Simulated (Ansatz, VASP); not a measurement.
## BaS in VASP and in Ansatz

```xyz
2
Lattice="0.0000 3.2145 3.2145 3.2145 0.0000 3.2145 3.2145 3.2145 0.0000" Properties=species:S:1:pos:R:3 pbc="T T T"
Ba    0.0000    0.0000    0.0000
S     3.2145    3.2145    3.2145
```

Alike in both runs: functional PBE; k mesh 5 × 5 × 5; no spin polarisation.

Ansatz relaxed the structure, and its values are those at the end. VASP's run is a single point on that final structure, the one shown.

|  | VASP | Ansatz |
| --- | --- | --- |
| version | VASP 6.6.1 | Ansatz 0.2.0 |
| potentials or method | VASP PAW PBE potentials, release 64 (Ba_sv, S), cutoff 500 eV | plane waves, PAW |
| occupations | gaussian, width 0.01 eV | fixed |
| valence electrons in the cell | 16 | 16 |

|  | VASP | Ansatz | Ansatz less VASP |
| --- | --- | --- | --- |
| pressure (GPa) | 0.5 | 0.0 | -0.55 |

Neither program's run includes spin-orbit coupling.
